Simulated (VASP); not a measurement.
# Ga2Sb2CO in VASP: further runs

Ga2Sb2CO is run at these levels: PBE+D3(BJ); tasks: single point.

Everything below comes from runs of VASP 6.6.1. Logs are shortened: lines on timing, memory, paths and dates and some standing lists are left out, and cuts for length are marked.

### Step 1. The cell of the first run

The cell holds a slab with vacuum, 6 atoms: a = 4.334 Å, b = 4.334 Å, c = 23.320 Å, α = 90.00°, β = 90.00°, γ = 120.00°.

### Step 2. Single point, PBE+D3(BJ)

Contents of INCAR:

```
ALGO     = Normal         # electronic algorithm
DIPOL    = 0.5 0.5 0.353
EDIFF    = 1E-6           # SCF threshold, eV
ENCUT    = 520            # plane-wave cutoff, eV
GGA      = PE             # functional
IDIPOL   = 3            
ISIF     = 2              # what is computed and relaxed
ISMEAR   = 0              # smearing method
IVDW     = 12             # dispersion correction
LASPH    = True           # aspherical terms in the spheres
LCHARG   = False          # write CHGCAR
LDIPOL   = True         
LREAL    = False          # projectors in reciprocal space
LWAVE    = False          # write WAVECAR
NBANDS   = 32             # bands
NELM     = 80             # most SCF steps
PREC     = Accurate       # precision mode
SIGMA    = 0.1            # smearing width, eV
```

Contents of KPOINTS:

```
k-points
0
Gamma
  6 6 1
```

Contents of POSCAR:

```
Ga2Sb2CO
1.0
    4.3343814621      0.0000000000      0.0000000000
   -2.1671907311      3.7536844559      0.0000000000
    0.0000000000      0.0000000000     23.3197422777
Sb Ga O C
2 2 1 1
Direct
    0.0000000000      0.0000000000      0.1715284823
    0.3333333333      0.6666666667      0.3301590654
    0.3333333333      0.6666666667      0.2094685204
    0.6666666667      0.3333333333      0.3632005095
    0.8888888889      1.2222222222      0.4961350833
    0.8888888889      1.2222222222      0.5454495220
```

Potentials or basis: VASP PAW PBE potentials, release 64 (Sb, Ga_d, O, C).

Run with:

```
$ cat potpaw_PBE.64/Sb/POTCAR potpaw_PBE.64/Ga_d/POTCAR potpaw_PBE.64/O/POTCAR potpaw_PBE.64/C/POTCAR > POTCAR
$ mpirun -np 1 vasp_std > vasp.out
```

OUTCAR:

```text
EDIFF = 1E-6
   ENCUT = 520
   GGA = PE
   ISIF = 2
   ISMEAR = 0
   IVDW = 12
   LASPH = True
   LREAL = False
   NELM = 80
   PREC = Accurate
 IVDW          = 12

 ion  position               nearest neighbor table
   1  0.000  0.000  0.172-   3 2.65   3 2.65   3 2.65
   2  0.333  0.667  0.330-   4 2.62   4 2.62   4 2.62   3 2.81
   3  0.333  0.667  0.209-   1 2.65   1 2.65   1 2.65   2 2.81
   4  0.667  0.333  0.363-   2 2.62   2 2.62   2 2.62
   5  0.889  0.222  0.496-   6 1.15
   6  0.889  0.222  0.545-   5 1.15

  LATTYP: Found a hexagonal cell.
 ALAT       =     4.3343814621
 C/A-ratio  =     5.3801776520

  Lattice vectors:

 A1 = (   4.3343814621,   0.0000000000,   0.0000000000)
 A2 = (  -2.1671907311,   3.7536844559,   0.0000000000)
 A3 = (   0.0000000000,   0.0000000000,  23.3197422777)

Analysis of symmetry for initial positions (statically):
=====================================================================
 Subroutine PRICEL returns:
 Original cell was already a primitive cell.

 Routine SETGRP: Setting up the symmetry group for a
 hexagonal supercell.

 Subroutine GETGRP returns: Found  1 space group operations
 (whereof  1 operations were pure point group operations)
 out of a pool of 24 trial point group operations.

The static configuration has the point symmetry C_1 .

Analysis of symmetry for dynamics (positions and initial velocities):
=====================================================================
 Subroutine PRICEL returns:
 Original cell was already a primitive cell.

 Routine SETGRP: Setting up the symmetry group for a
 hexagonal supercell.

 Subroutine GETGRP returns: Found  1 space group operations
 (whereof  1 operations were pure point group operations)
 out of a pool of 24 trial point group operations.

The dynamic configuration has the point symmetry C_1 .

 Subroutine INISYM returns: Found  1 space group operations
 (whereof  1 operations are pure point group operations),
 and found     1 'primitive' translations

----------------------------------------------------------------------------------------

                                     Primitive cell

  volume of cell :     379.4099

  direct lattice vectors                    reciprocal lattice vectors
     4.334381462  0.000000000  0.000000000     0.230713427  0.133202459  0.000000000
    -2.167190731  3.753684456  0.000000000     0.000000000  0.266404918  0.000000000
     0.000000000  0.000000000 23.319742278     0.000000000  0.000000000  0.042882121

  length of vectors
     4.334381462  4.334381462 23.319742278     0.266404918  0.266404918  0.042882121

  position of ions in fractional coordinates (direct lattice)
     0.000000000  0.000000000  0.171528482
     0.333333333  0.666666667  0.330159065
     0.333333333  0.666666667  0.209468520
     0.666666667  0.333333333  0.363200509
     0.888888889  0.222222222  0.496135083
     0.888888889  0.222222222  0.545449522

  ion indices of the primitive-cell ions
   primitive index   ion index
                 1           1
                 2           2
                 3           3
                 4           4
                 5           5
                 6           6

----------------------------------------------------------------------------------------

 KPOINTS: k-points

Automatic generation of k-mesh.
 Grid dimensions read from file:
 generate k-points for:    6    6    1

 Generating k-lattice:

  Cartesian coordinates                     Fractional coordinates (reciprocal lattice)
     0.038452238  0.022200410  0.000000000     0.166666667  0.000000000  0.000000000
     0.000000000  0.044400820  0.000000000     0.000000000  0.166666667  0.000000000
     0.000000000  0.000000000  0.042882121     0.000000000  0.000000000  1.000000000

  Length of vectors
     0.044400820  0.044400820  0.042882121

  Shift w.r.t. Gamma in fractional coordinates (k-lattice)
     0.000000000  0.000000000  0.000000000

 Subroutine IBZKPT returns following result:
 ===========================================

 Found     20 irreducible k-points:

 Following reciprocal coordinates:
            Coordinates               Weight
  0.000000  0.000000  0.000000      1.000000
  0.166667  0.000000  0.000000      2.000000
  0.000000  0.166667  0.000000      2.000000
 -0.166667  0.166667  0.000000      2.000000
  0.333333  0.000000  0.000000      2.000000
  0.000000  0.333333  0.000000      2.000000
[... 12 lines left out ...]
  0.500000 -0.166667  0.000000      2.000000
  0.333333  0.333333  0.000000      2.000000
   k-points           NKPTS =     20   k-points in BZ     NKDIM =     20   number of bands    NBANDS=     32
   number of dos      NEDOS =    301   number of ions     NIONS =      6
   total plane-waves  NPLWV = 184320
   dimension x,y,z NGX =    32 NGY =   32 NGZ =  180
   dimension x,y,z NGXF=    64 NGYF=   64 NGZF=  360
   ions per type =               2   2   1   1
   NGX,Y,Z   is equivalent  to a cutoff of  12.27, 12.27, 12.83 a.u.
   NGXF,Y,Z  is equivalent  to a cutoff of  24.55, 24.55, 25.66 a.u.
 SYSTEM =  unknown system
   PREC   = accura    normal or accurate (medium, high low for compatibility)
   ISTART =      0    job   : 0-new  1-cont  2-samecut
   ICHARG =      2    charge: 1-file 2-atom 10-const
   ISPIN  =      1    spin polarized calculation?
   LNONCOLLINEAR =      F non collinear calculations
   LSORBIT =      F    spin-orbit coupling
   LASPH  =      T    aspherical Exc in radial PAW
   ENCUT  =  520.0 eV  38.22 Ry    6.18 a.u.   8.06  8.06 43.36*2*pi/ulx,y,z
   NELM   =     80;   NELMIN=  2; NELMDL= -5     # of ELM steps
   EDIFF  = 0.1E-05   stopping-criterion for ELM
   LREAL  =      F    real-space projection
   EDIFFG = 0.1E-04   stopping-criterion for IOM
   NSW    =      0    number of steps for IOM
   IBRION =     -1    ionic relax: 0-MD 1-quasi-New 2-CG
   NFREE  =      0    steps in history (QN), initial steepest desc. (CG)
   ISIF   =      2    stress and relaxation
   ISYM   =      2    0-nonsym 1-usesym 2-fastsym
   POTIM  = 0.5000    time-step for ionic-motion
   TEBEG  =    0.0;   TEEND  =   0.0 temperature during run
   PSTRESS=    0.0 pullay stress
   NELECT =      46.0000    total number of electrons
   NUPDOWN=      -1.0000    fix difference up-down
   EMIN   =  10.00;   EMAX   =-10.00  energy-range for DOS
   EFERMI =   0.00;   METHOD = LEGACY
   ISMEAR =     0;   SIGMA  =   0.10  broadening in eV -4-tet -1-fermi 0-gaus
   EFERMI_NEDOS =   21; number of points for ismear=-14 and -15
   IALGO  =     38    algorithm
   IMIX   =      4    mixing-type and parameters
     AMIX     =   0.40;   BMIX     =  1.00
     AMIX_MAG =   1.60;   BMIX_MAG =  1.00
  volume/ion in A,a.u.               =      63.23       426.73
  Fermi-wavevector in a.u.,A,eV,Ry     =   0.810260  1.531170  8.932521  0.656522
  Thomas-Fermi vector in A             =   1.919403
   LORBIT       =      0    0 simple, 1 ext, 2 COOP (PROOUT), +10 PAW based schemes
   GGA     = PE    functional components
   LHFCALC =     F    Hartree Fock is set to
   AEXX    =    0.0000 exact exchange contribution
   IVDW    =    12    specifies the selected vdW correction
   LEPSILON=     F    determine dielectric tensor
   LRPA    =     F    only Hartree local field effects (RPA)
 non-spin polarized calculation
 Gauss-broadening in eV      SIGMA  =   0.10
  energy-cutoff  :      520.00
  volume of cell :      379.41
 maximum number of plane-waves:     10242
   NGX = 17   NGY = 17   NGZ = 87

 dipolmoment           0.000000      0.000000      0.000056 electrons x Angstroem

 number of electron      46.0000006 magnetization

 dipolmoment           0.000000      0.000000     -0.107983 electrons x Angstroem

 Free energy of the ion-electron system (eV)
  ---------------------------------------------------
  ext. energy  EPLUGINS =         0.00000000
  ---------------------------------------------------
  free energy    TOTEN  =       -28.24437433 eV

  energy without entropy =      -28.23770875  energy(sigma->0) =      -28.24104154

 E-fermi :  -0.8944     XC(G=0):  -4.1648

 val. band max:       -0.9105455153   @ k =   0.0000   0.0000   0.0000
 cond. band min:      -0.8713491702   @ k =   0.3333   0.3333   0.0000
 fundamental gap:      0.0391963451
 Fermi energy:        -0.8944429670

 k-point     1 :       0.0000    0.0000    0.0000
  band No.  band energies     occupation
      1     -26.8983      2.00000
      2     -16.4683      2.00000
      3     -16.4220      2.00000
      4     -16.4200      2.00000
      5     -16.3590      2.00000
      6     -16.3575      2.00000
[... 24 lines left out ...]
     31       2.4539      0.00000
     32       2.8498      0.00000

 k-point     2 :       0.1667    0.0000    0.0000
  band No.  band energies     occupation
      1     -26.8967      2.00000
      2     -16.4644      2.00000
      3     -16.4249      2.00000
      4     -16.4216      2.00000
      5     -16.3612      2.00000
      6     -16.3536      2.00000
[... 24 lines left out ...]
     31       2.9184      0.00000
     32       3.0382      0.00000

 k-point     3 :       0.0000    0.1667    0.0000
  band No.  band energies     occupation
      1     -26.8967      2.00000
      2     -16.4644      2.00000
      3     -16.4253      2.00000
      4     -16.4212      2.00000
      5     -16.3609      2.00000
      6     -16.3539      2.00000
[... 24 lines left out ...]
     31       2.9176      0.00000
     32       3.0475      0.00000

 k-point     4 :      -0.1667    0.1667    0.0000
  band No.  band energies     occupation
      1     -26.8967      2.00000
      2     -16.4645      2.00000
      3     -16.4263      2.00000
      4     -16.4202      2.00000
      5     -16.3599      2.00000
      6     -16.3548      2.00000
[... 24 lines left out ...]
     31       2.9220      0.00000
     32       3.0005      0.00000

 k-point     5 :       0.3333    0.0000    0.0000
  band No.  band energies     occupation
      1     -26.8932      2.00000
      2     -16.4570      2.00000
      3     -16.4334      2.00000
      4     -16.4221      2.00000
      5     -16.3659      2.00000
      6     -16.3452      2.00000
[... 444 lines left out ...]
     31       3.9857      0.00000
     32       4.2547      0.00000

 k-point    18 :       0.1667    0.3333    0.0000
  band No.  band energies     occupation
      1     -26.8915      2.00000
      2     -16.4521      2.00000
      3     -16.4377      2.00000
      4     -16.4233      2.00000
      5     -16.3669      2.00000
      6     -16.3425      2.00000
[... 24 lines left out ...]
     31       3.8236      0.00000
     32       4.1529      0.00000

 k-point    19 :       0.5000   -0.1667    0.0000
  band No.  band energies     occupation
      1     -26.8915      2.00000
      2     -16.4521      2.00000
      3     -16.4378      2.00000
      4     -16.4231      2.00000
      5     -16.3668      2.00000
      6     -16.3426      2.00000
[... 24 lines left out ...]
     31       3.8556      0.00000
     32       4.2249      0.00000

 k-point    20 :       0.3333    0.3333    0.0000
  band No.  band energies     occupation
      1     -26.8905      2.00000
      2     -16.4472      2.00000
      3     -16.4416      2.00000
      4     -16.4242      2.00000
      5     -16.3665      2.00000
      6     -16.3423      2.00000
[... 24 lines left out ...]
     31       4.4118      0.00000
     32       4.6344      0.00000

------------------------ aborting loop because EDIFF is reached ----------------------------------------

 vacuum level on the upper side and lower side of the slab       (xc-potential included)        -0.593         0.582

 Edisp (eV)   -0.99993

 E8    (eV) :    -0.4648

  FORCE on cell =-STRESS in cart. coord.  units (eV):
  Direction    XX          YY          ZZ          XY          YZ          ZX
  --------------------------------------------------------------------------------------
  -------------------------------------------------------------------------------------
  Total      -0.02532    -0.05508    -0.91057    -0.01220    -0.04870     0.05487
  in kB      -0.10690    -0.23261    -3.84518    -0.05152    -0.20563     0.23171
  external pressure =       -1.39 kB  Pullay stress =        0.00 kB

 VOLUME and BASIS-vectors are now :
 -----------------------------------------------------------------------------
  energy-cutoff  :      520.00
  volume of cell :      379.41
      direct lattice vectors                 reciprocal lattice vectors
     4.334381462  0.000000000  0.000000000     0.230713427  0.133202459  0.000000000
    -2.167190731  3.753684456  0.000000000     0.000000000  0.266404918  0.000000000
     0.000000000  0.000000000 23.319742278     0.000000000  0.000000000  0.042882121

 POSITION                                       TOTAL-FORCE (eV/Angst)
 -----------------------------------------------------------------------------------
      0.00000      0.00000      4.00000         0.002425      0.001546      0.160165
     -0.00000      2.50246      7.69922        -0.008145      0.005237     -0.021241
     -0.00000      2.50246      4.88475        -0.000132     -0.000242     -0.138534
      2.16719      1.25123      8.46974        -0.017069      0.008664     -0.030255
      3.37119      0.83415     11.56974         0.031593     -0.021012      0.674975
      3.37119      0.83415     12.71974        -0.008672      0.005806     -0.645110
 -----------------------------------------------------------------------------------
    total drift:                                0.000554     -0.000358      0.000661

  FREE ENERGIE OF THE ION-ELECTRON SYSTEM (eV)
  ---------------------------------------------------
  free  energy   TOTEN  =       -29.2443009918 eV

  energy  without entropy=      -29.2376354061  energy(sigma->0) =      -29.24096820

 vacuum level on the upper side and lower side of the slab         2.784         3.985
```

Wall time 3.9 min (1 thread of Intel Xeon 6975P-C (Granite Rapids), shared host); peak memory 0.6 GiB.

Results:

```yaml
Free_energy: -29.2443 eV
Largest_force: 0.676 eV/Å
Band_gap_on_the_k_mesh: 0.04 eV (least direct gap 0.12 eV)
Dispersion_energy_per_atom: -0.167 eV
```

Forces in eV/Å, atoms in the order of the input:
```
Sb   0.002  0.002  0.160
Sb  -0.008  0.005 -0.021
Ga   0.000  0.000 -0.139
Ga  -0.017  0.009 -0.030
O    0.032 -0.021  0.675
C   -0.009  0.006 -0.645
```

Caveat: spin-orbit coupling is left out, which moves the levels of the heavy elements.

(Continued in part 2 of 2.)
